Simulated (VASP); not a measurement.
# Nb (Pm-3n) in VASP: single point with revPBE

Aim: the single point of Nb with revPBE.

Program: VASP 6.6.1. These are calculated values, not measurements. Logs are shortened: lines on timing, memory, paths and dates and some standing lists are left out, and cuts for length are marked.

**1. The cell of the first run**

It takes space group Pm-3n (No. 223, cubic). The conventional cell has a = 5.321 Å, b = 5.321 Å, c = 5.321 Å, α = 90.00°, β = 90.00°, γ = 90.00°. Within 3.9 Å of Nb (site symmetry m-3) lie 12 Nb at 2.97 Å. Nb (site symmetry -4m2) has 14 Nb at 2.66 to 3.26 Å within 3.5 Å.

**2. Single point, revPBE**

The input, INCAR:

```
SYSTEM = Nb
ALGO = Normal
EDIFF = 1E-7
ENCUT = 520
GGA = RE
ISIF = 2
ISMEAR = -1
LASPH = .TRUE.
LCHARG = .FALSE.
LREAL = .FALSE.
LWAVE = .FALSE.
NBANDS = 62
NELM = 100
PREC = Accurate
SIGMA = 0.1
```

The input, KPOINTS:

```
k-points
0
G
  7 7 7
  0 0 0
```

The input, POSCAR:

```
Nb
1.0
    5.3211932909      0.0000000000      0.0000000000
    0.0000000000      5.3211932909      0.0000000000
    0.0000000000      0.0000000000      5.3211932909
Nb
8
Direct
    1.0000000000      1.0000000000      0.0000000000
    0.5000000000      0.5000000000      0.5000000000
    0.2500000000      1.0000000000      0.5000000000
    0.7500000000      0.0000000000      0.5000000000
    0.5000000000      0.2500000000      1.0000000000
    0.5000000000      0.7500000000      0.0000000000
    0.0000000000      0.5000000000      0.2500000000
    0.0000000000      0.5000000000      0.7500000000
```

Potentials or basis: VASP PAW PBE potentials, release 64 (Nb_sv).

Launch:

```console
cat potpaw_PBE.64/Nb_sv/POTCAR > POTCAR
mpirun -np 1 vasp_std > vasp.out
```

OUTCAR:

```text
SYSTEM = Nb
   EDIFF = 1E-7
   ENCUT = 520
   GGA = RE
   ISIF = 2
   ISMEAR = -1
   LASPH = .TRUE.
   LREAL = .FALSE.
   NELM = 100
   PREC = Accurate

 ion  position               nearest neighbor table
   1  0.000  0.000  0.000-   3 2.97   4 2.97   5 2.97   6 2.97   7 2.97   8 2.97   3 2.97   4 2.97
                             7 2.97   8 2.97   5 2.97   6 2.97
   2  0.500  0.500  0.500-   3 2.97   4 2.97   5 2.97   6 2.97   7 2.97   8 2.97   5 2.97   6 2.97
                             3 2.97   4 2.97   7 2.97   8 2.97
   3  0.250  0.000  0.500-   4 2.66   4 2.66   1 2.97   1 2.97   2 2.97   2 2.97
   4  0.750  0.000  0.500-   3 2.66   3 2.66   1 2.97   1 2.97   2 2.97   2 2.97
   5  0.500  0.250  0.000-   6 2.66   6 2.66   1 2.97   2 2.97   2 2.97   1 2.97
   6  0.500  0.750  0.000-   5 2.66   5 2.66   1 2.97   2 2.97   2 2.97   1 2.97
   7  0.000  0.500  0.250-   8 2.66   8 2.66   1 2.97   2 2.97   1 2.97   2 2.97
   8  0.000  0.500  0.750-   7 2.66   7 2.66   1 2.97   2 2.97   1 2.97   2 2.97

  LATTYP: Found a simple cubic cell.
 ALAT       =     5.3211932909

  Lattice vectors:

 A1 = (   5.3211932909,   0.0000000000,   0.0000000000)
 A2 = (   0.0000000000,   5.3211932909,   0.0000000000)
 A3 = (   0.0000000000,   0.0000000000,   5.3211932909)

Analysis of symmetry for initial positions (statically):
=====================================================================
 Subroutine PRICEL returns:
 Original cell was already a primitive cell.

 Routine SETGRP: Setting up the symmetry group for a
 simple cubic supercell.

 Subroutine GETGRP returns: Found 48 space group operations
 (whereof 24 operations were pure point group operations)
 out of a pool of 48 trial point group operations.

The static configuration has the point symmetry T_h .
 The point group associated with its full space group is O_h .

Analysis of symmetry for dynamics (positions and initial velocities):
=====================================================================
 Subroutine PRICEL returns:
 Original cell was already a primitive cell.

 Routine SETGRP: Setting up the symmetry group for a
 simple cubic supercell.

 Subroutine GETGRP returns: Found 48 space group operations
 (whereof 24 operations were pure point group operations)
 out of a pool of 48 trial point group operations.

The dynamic configuration has the point symmetry T_h .
 The point group associated with its full space group is O_h .

 Subroutine INISYM returns: Found 48 space group operations
 (whereof 24 operations are pure point group operations),
 and found     1 'primitive' translations

----------------------------------------------------------------------------------------

                                     Primitive cell

  volume of cell :     150.6701

  direct lattice vectors                    reciprocal lattice vectors
     5.321193291  0.000000000  0.000000000     0.187927772  0.000000000  0.000000000
     0.000000000  5.321193291  0.000000000     0.000000000  0.187927772  0.000000000
     0.000000000  0.000000000  5.321193291     0.000000000  0.000000000  0.187927772

  length of vectors
     5.321193291  5.321193291  5.321193291     0.187927772  0.187927772  0.187927772

  position of ions in fractional coordinates (direct lattice)
     0.000000000  0.000000000  0.000000000
     0.500000000  0.500000000  0.500000000
     0.250000000  0.000000000  0.500000000
     0.750000000  0.000000000  0.500000000
     0.500000000  0.250000000  0.000000000
     0.500000000  0.750000000  0.000000000
     0.000000000  0.500000000  0.250000000
     0.000000000  0.500000000  0.750000000

  ion indices of the primitive-cell ions
   primitive index   ion index
                 1           1
                 2           2
                 3           3
                 4           4
                 5           5
                 6           6
                 7           7
                 8           8

----------------------------------------------------------------------------------------

 KPOINTS: k-points

Automatic generation of k-mesh.
 Grid dimensions read from file:
 generate k-points for:    7    7    7

 Generating k-lattice:

  Cartesian coordinates                     Fractional coordinates (reciprocal lattice)
     0.026846825  0.000000000  0.000000000     0.142857143  0.000000000  0.000000000
     0.000000000  0.026846825  0.000000000     0.000000000  0.142857143  0.000000000
     0.000000000  0.000000000  0.026846825     0.000000000  0.000000000  0.142857143

  Length of vectors
     0.026846825  0.026846825  0.026846825

  Shift w.r.t. Gamma in fractional coordinates (k-lattice)
     0.000000000  0.000000000  0.000000000

 Subroutine IBZKPT returns following result:
 ===========================================

 Found     20 irreducible k-points:

 Following reciprocal coordinates:
            Coordinates               Weight
  0.000000  0.000000  0.000000      1.000000
  0.142857  0.000000  0.000000      6.000000
  0.285714  0.000000  0.000000      6.000000
  0.428571  0.000000  0.000000      6.000000
  0.142857  0.142857  0.000000     12.000000
  0.285714  0.142857  0.000000     24.000000
[... 12 lines left out ...]
  0.428571  0.428571  0.285714     24.000000
  0.428571  0.428571  0.428571      8.000000
   k-points           NKPTS =     20   k-points in BZ     NKDIM =     20   number of bands    NBANDS=     62
   number of dos      NEDOS =    301   number of ions     NIONS =      8
   total plane-waves  NPLWV =  64000
   dimension x,y,z NGX =    40 NGY =   40 NGZ =   40
   dimension x,y,z NGXF=    80 NGYF=   80 NGZF=   80
   ions per type =               8
   NGX,Y,Z   is equivalent  to a cutoff of  12.50, 12.50, 12.50 a.u.
   NGXF,Y,Z  is equivalent  to a cutoff of  24.99, 24.99, 24.99 a.u.
 SYSTEM =  Nb
   PREC   = accura    normal or accurate (medium, high low for compatibility)
   ISTART =      0    job   : 0-new  1-cont  2-samecut
   ICHARG =      2    charge: 1-file 2-atom 10-const
   ISPIN  =      1    spin polarized calculation?
   LNONCOLLINEAR =      F non collinear calculations
   LSORBIT =      F    spin-orbit coupling
   LASPH  =      T    aspherical Exc in radial PAW
   ENCUT  =  520.0 eV  38.22 Ry    6.18 a.u.   9.89  9.89  9.89*2*pi/ulx,y,z
   NELM   =    100;   NELMIN=  2; NELMDL= -5     # of ELM steps
   EDIFF  = 0.1E-06   stopping-criterion for ELM
   LREAL  =      F    real-space projection
   EDIFFG = 0.1E-05   stopping-criterion for IOM
   NSW    =      0    number of steps for IOM
   IBRION =     -1    ionic relax: 0-MD 1-quasi-New 2-CG
   NFREE  =      0    steps in history (QN), initial steepest desc. (CG)
   ISIF   =      2    stress and relaxation
   ISYM   =      2    0-nonsym 1-usesym 2-fastsym
   POTIM  = 0.5000    time-step for ionic-motion
   TEBEG  =    0.0;   TEEND  =   0.0 temperature during run
   PSTRESS=    0.0 pullay stress
   NELECT =     104.0000    total number of electrons
   NUPDOWN=      -1.0000    fix difference up-down
   EMIN   =  10.00;   EMAX   =-10.00  energy-range for DOS
   EFERMI =   0.00;   METHOD = LEGACY
   ISMEAR =    -1;   SIGMA  =   0.10  broadening in eV -4-tet -1-fermi 0-gaus
   EFERMI_NEDOS =   21; number of points for ismear=-14 and -15
   IALGO  =     38    algorithm
   IMIX   =      4    mixing-type and parameters
     AMIX     =   0.40;   BMIX     =  1.00
     AMIX_MAG =   1.60;   BMIX_MAG =  1.00
  volume/ion in A,a.u.               =      18.83       127.10
  Fermi-wavevector in a.u.,A,eV,Ry     =   1.446806  2.734067 28.480355  2.093247
  Thomas-Fermi vector in A             =   2.564833
   LORBIT       =      0    0 simple, 1 ext, 2 COOP (PROOUT), +10 PAW based schemes
   GGA     = RE    functional components
   LHFCALC =     F    Hartree Fock is set to
   AEXX    =    0.0000 exact exchange contribution
   IVDW    =     0    specifies the selected vdW correction
   LEPSILON=     F    determine dielectric tensor
   LRPA    =     F    only Hartree local field effects (RPA)
 non-spin polarized calculation
  energy-cutoff  :      520.00
  volume of cell :      150.67
 maximum number of plane-waves:      4072
 NGX is ok and might be reduce to    40
   NGX = 19   NGY = 19   NGZ = 19

 number of electron     104.0000006 magnetization

 Free energy of the ion-electron system (eV)
  ---------------------------------------------------
  ext. energy  EPLUGINS =         0.00000000
  ---------------------------------------------------
  free energy    TOTEN  =       -77.87375642 eV

  energy without entropy =      -77.49317463  energy(sigma->0) =      -77.68346552

 E-fermi :  10.6975     XC(G=0): -12.2172

 val. band max:       10.6974061637   @ k =   0.2857   0.1429   0.1429
 cond. band min:      10.7394080580   @ k =   0.4286   0.0000   0.0000
 fundamental gap:      0.0420018943
 Fermi energy:        10.6974722492

 k-point     1 :       0.0000    0.0000    0.0000
  band No.  band energies     occupation
      1     -43.8961      2.00000
      2     -43.7721      2.00000
      3     -43.7721      2.00000
      4     -43.6763      2.00000
      5     -43.6165      2.00000
      6     -43.5666      2.00000
[... 54 lines left out ...]
     61      13.1656      0.00000
     62      13.1859      0.00000

 k-point     2 :       0.1429    0.0000    0.0000
  band No.  band energies     occupation
      1     -43.8879      2.00000
      2     -43.7748      2.00000
      3     -43.7647      2.00000
      4     -43.6782      2.00000
      5     -43.6191      2.00000
      6     -43.5757      2.00000
[... 54 lines left out ...]
     61      13.1090      0.00000
     62      13.2697      0.00000

 k-point     3 :       0.2857    0.0000    0.0000
  band No.  band energies     occupation
      1     -43.8656      2.00000
      2     -43.7853      2.00000
      3     -43.7441      2.00000
      4     -43.6827      2.00000
      5     -43.6255      2.00000
      6     -43.5991      2.00000
[... 1094 lines left out ...]
     61      13.3876      0.00000
     62      13.5264      0.00000

 k-point    20 :       0.4286    0.4286    0.4286
  band No.  band energies     occupation
      1     -43.7221      2.00000
      2     -43.7046      2.00000
      3     -43.7046      2.00000
      4     -43.6848      2.00000
      5     -43.6678      2.00000
      6     -43.6581      2.00000
[... 54 lines left out ...]
     61      13.4816      0.00000
     62      13.5077      0.00000

------------------------ aborting loop because EDIFF is reached ----------------------------------------

  FORCE on cell =-STRESS in cart. coord.  units (eV):
  Direction    XX          YY          ZZ          XY          YZ          ZX
  --------------------------------------------------------------------------------------
  -------------------------------------------------------------------------------------
  Total       -0.3308108     -0.3308108     -0.3308108      0.0000000      0.0000000      0.0000000
  in kB       -3.5177349     -3.5177349     -3.5177349      0.0000000      0.0000000      0.0000000
  external PRESSURE =      -3.5177349 kB  Pullay stress =       0.0000000 kB

 VOLUME and BASIS-vectors are now :
 -----------------------------------------------------------------------------
  energy-cutoff  :      520.00
  volume of cell :      150.67
      direct lattice vectors                 reciprocal lattice vectors
     5.321193291  0.000000000  0.000000000     0.187927772  0.000000000  0.000000000
     0.000000000  5.321193291  0.000000000     0.000000000  0.187927772  0.000000000
     0.000000000  0.000000000  5.321193291     0.000000000  0.000000000  0.187927772

 POSITION                                       TOTAL-FORCE (eV/Angst)
 -----------------------------------------------------------------------------------
      0.00000      0.00000      0.00000         0.000000     -0.000000      0.000000
      2.66060      2.66060      2.66060         0.000000     -0.000000      0.000000
      1.33030      0.00000      2.66060         0.000000      0.000000     -0.000000
      3.99089      0.00000      2.66060        -0.000000      0.000000      0.000000
      2.66060      1.33030      0.00000         0.000000     -0.000000     -0.000000
      2.66060      3.99089      0.00000         0.000000      0.000000     -0.000000
      0.00000      2.66060      1.33030         0.000000     -0.000000     -0.000000
      0.00000      2.66060      3.99089        -0.000000      0.000000      0.000000
 -----------------------------------------------------------------------------------
    total drift:                                0.000000     -0.000000      0.000000

  FREE ENERGIE OF THE ION-ELECTRON SYSTEM (eV)
  ---------------------------------------------------
  free  energy   TOTEN  =       -77.8737564167 eV

  energy  without entropy=      -77.4931746330  energy(sigma->0) =      -77.68346552
```

It took 3.2 min on 1 thread of Intel Xeon Platinum 8259CL at 2.50GHz (Skylake/Cascade Lake), shared host; peak memory 0.29 GiB.

Results:

```
Free energy            : -77.8738 eV
Pressure               : -0.4 GPa
Band gap on the k mesh : zero (bands 52 and 53 overlap by 0.48 eV)
```

Caveat: the PAW data sets were made with another functional, which shifts forces and pressure a little.
